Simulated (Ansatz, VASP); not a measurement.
Au: VASP beside Ansatz

```
Au
1.0
     0.00000    2.03882    2.03882
     2.03882    0.00000    2.03882
     2.03882    2.03882    0.00000
Au
1
Direct
  0.00000 0.00000 0.00000
```

Alike in both runs: task relaxation of cell and atoms; functional LDA; k mesh 18 × 18 × 18; occupations fermi-dirac, width 0.08 eV; no spin polarisation.

|  | VASP | Ansatz |
| --- | --- | --- |
| version | VASP 6.6.1 | Ansatz 0.2.0 |
| potentials or method | VASP PAW LDA potentials, release 64 (Au) | PAW with Ansatz's default frozen-core files, scalar-relativistic |
| plane-wave cutoff (eV) | 600 | 420 |
| valence electrons in the cell | 11 | 19 |

|  | VASP | Ansatz | Ansatz less VASP |
| --- | --- | --- | --- |
| relaxed volume (Å³/atom) | 16.64 | 16.59 | -0.054 |
| relaxed cell length with the largest relative difference (Å) | 2.866 | 2.863 | -0.0031 |

LDA's correlation is that of Perdew and Zunger in VASP and of Perdew and Wang (1992) in Ansatz. VASP's potentials hold 11 valence electrons a cell and Ansatz's 19, so a difference there can come from the potentials and not from the codes.

Neither program's run includes spin-orbit coupling.
